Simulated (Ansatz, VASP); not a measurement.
**Two plane-wave programs on BiTe**

File INCAR:

```
ALGO = Normal ; EDIFF = 1E-8
ENCUT = 520 ; GGA = PE
ISIF = 2 ; ISMEAR = -1
LASPH = T ; LCHARG = F
LEFG = T ; LREAL = F
LWAVE = F ; NBANDS = 18
NELM = 60 ; PREC = Accurate
SIGMA = 0.08
```

KPOINTS

```
k-points
0
Gamma
  10 10 10
```

File POSCAR:

```
BiTe
1.0
    0.0000000000      3.2564244654      3.2564244654
    3.2564244654      0.0000000000      3.2564244654
    3.2564244654      3.2564244654      0.0000000000
Bi Te
1 1
Direct
    0.0000000000      0.0000000000      0.0000000000
    0.5000000000      0.5000000000      0.5000000000
```

Input for Ansatz:

```yaml
crystal:
  lattice:
    - [0.0, 3.2564244654, 3.2564244654]
    - [3.2564244654, 0.0, 3.2564244654]
    - [3.2564244654, 3.2564244654, 0.0]
  atoms:
    - { symbol: Bi, position: [0.0, 0.0, 0.0] }
    - { symbol: Te, position: [0.5, 0.5, 0.5] }
kpoints:
  mp_grid: { grid: [10, 10, 10] }
scf:
  occupations: { method: fermi_dirac, width: 0.08 }
hamiltonian:
  xc: pbe
  pseudopotentials: { kind: paw }
output:
  forces: true
  stress: true
  eigenvalues: true
  efg: { contact_densities: true }
```

Change from the starting cell: volume scaled by 1.02, PAW files.

Alike in both runs: task electric field gradients; functional PBE; k mesh 10 × 10 × 10; occupations fermi-dirac, width 0.08 eV; no spin polarisation.

|  | VASP | Ansatz |
| --- | --- | --- |
| version | VASP 6.6.1 | Ansatz 0.2.0 |
| potentials or method | VASP PAW PBE potentials, release 64 (Bi_d, Te) | PAW with Ansatz's default frozen-core files, scalar-relativistic |
| plane-wave cutoff (eV) | 520 | 420 |
| valence electrons in the cell | 21 | 31 |

|  | VASP | Ansatz | Ansatz less VASP |
| --- | --- | --- | --- |
| pressure (GPa) | -0.2 | -0.2 | +0.05 |

VASP's potentials hold 21 valence electrons a cell and Ansatz's 31, so a difference there can come from the potentials and not from the codes.

Neither program's run includes spin-orbit coupling.
